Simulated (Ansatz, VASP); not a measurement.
**One calculation of Si2Ni, two programs**

```xyz
3
Lattice="0.0000 2.6959 2.6959 2.6959 0.0000 2.6959 2.6959 2.6959 0.0000" Properties=species:S:1:pos:R:3 pbc="T T T"
Si    1.3480    1.3480    1.3480
Si    4.0439    4.0439    4.0439
Ni    0.0000    0.0000    0.0000
```

Alike in both runs: task single point; functional PBE; k mesh 14 × 14 × 14; occupations gaussian, width 0.1 eV; no spin polarisation.

|  | VASP | Ansatz |
| --- | --- | --- |
| version | VASP 6.6.1 | Ansatz 0.2.0 |
| potentials or method | VASP PAW PBE potentials, release 64 (Si, Ni), cutoff 520 eV | scalar-relativistic, plane waves, PAW |
| valence electrons in the cell | 18 | 26 |

|  | VASP | Ansatz | Ansatz less VASP |
| --- | --- | --- | --- |
| gap on the k mesh at the Fermi level (eV) | none | none | - |
| pressure (GPa) | 4.7 | 4.7 | +0.06 |

A gap of «none» marks a metal or a gap that the smearing closes. The functional is the same, so the differences come from potentials, cutoffs and numerics. VASP's potentials hold 18 valence electrons a cell and Ansatz's 26, so a difference there can come from the potentials and not from the codes.
